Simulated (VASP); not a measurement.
Input of a VASP 6.6.1 run:

The input INCAR:

```
  ALGO = Normal
  EDIFF = 1E-6
  ENCUT = 520
  GGA = PS
  ISIF = 2
  ISMEAR = 0
  LASPH = T
  LCHARG = F
  LREAL = F
  LWAVE = F
  NBANDS = 20
  NELM = 80
  PREC = Accurate
  SIGMA = 0.01
```

Contents of KPOINTS:

```
k-points
0
Gamma
  6 6 6
```

POSCAR

```
CdF2
1.0
    0.0000000000      2.6941776810      2.6941776810
    2.6941776810      0.0000000000      2.6941776810
    2.6941776810      2.6941776810      0.0000000000
Cd F
1 2
Direct
    0.0000000000      0.0000000000      0.0000000000
    0.2500000000      0.2500000000      0.2500000000
    0.7500000000      0.7500000000      0.7500000000
```

Potentials or basis: VASP PAW PBE potentials, release 64 (Cd, F).

Command:

```bash
$ cat potpaw_PBE.64/Cd/POTCAR potpaw_PBE.64/F/POTCAR > POTCAR
$ mpirun -np 1 vasp_std > vasp.out
```

Task: Predict the pressure.

Result: 0.5 GPa.

Task: Predict the band gap on the k mesh.

Result: 2.92 eV (least direct gap 3.39 eV).

Caveat: the PAW data sets were made with another functional, which shifts forces and pressure a little. A k mesh can miss the band edges.
